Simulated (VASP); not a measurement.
Runs of VASP 6.6.1 on CsPbBr3. The structure is that of space group Pm-3m (No. 221), or close to it. The cells are those of the table. 

```tsv
task	cell	k mesh for the DOS	occupations for the DOS	gap on the mesh (eV)	pressure (GPa)
single point	a = 5.985 Å, 5 atoms	-	-	1.65	-1.1
single point	a = 5.928 Å, 5 atoms	-	-	1.55	-0.6
single point	a = 5.870 Å, 5 atoms	-	-	1.43	(b)
single point	a = 6.059 Å, 5 atoms	-	-	1.77	-1.6
single point	a = 5.625 Å, 5 atoms	-	-	0.80	3.8
single point	a = 5.750 Å, 5 atoms	-	-	1.15	1.6
single point	a = 5.811 Å, 5 atoms	-	-	(a)	0.7
single point	a = 5.688 Å, 5 atoms	-	-	0.98	2.6
```

Alike in all rows: level PBEsol; potentials or basis VASP PAW PBE potentials, release 64 (Cs_sv, Pb_d, Br); no spin polarisation; k mesh 6 × 6 × 6; cutoff (eV) 520; smearing gaussian 0.02 eV.

Estimate the missing entries.

(a) 1.29; (b) 0.0.

Caveats: the PAW data sets were made with another functional, which shifts forces and pressure a little; spin-orbit coupling is left out, which moves the levels of the heavy elements.

A k mesh can miss the band edges, and the runs leave out spin-orbit coupling on Br, Cs, Pb.
